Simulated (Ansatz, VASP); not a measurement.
**ZnS: VASP beside Ansatz**

```
Zn S
1.0
     1.89030    1.09136    9.28918
    -1.89030    1.09136    9.28918
     0.00000   -2.18273    9.28918
Zn S
3 3
Direct
  0.99997 0.99997 0.99997
  0.22227 0.22227 0.22227
  0.44461 0.44461 0.44461
  0.08327 0.08327 0.08327
  0.52784 0.52784 0.52784
  0.30536 0.30536 0.30536
```

Alike in both runs: task single point; functional PBEsol; k mesh 6 × 6 × 6; no spin polarisation.

```csv
,VASP,Ansatz
version,VASP 6.6.1,Ansatz 0.2.0
potentials or method,"VASP PAW PBE potentials, release 64 (Zn, S), cutoff 520 eV","plane waves, PAW"
occupations,"gaussian, width 0.01 eV",fixed
valence electrons in the cell,54,54
```

```csv
,VASP,Ansatz,Ansatz less VASP
pressure (GPa),0.4,0.2,-0.21
```

VASP's potentials were made for PBE, not for PBEsol.
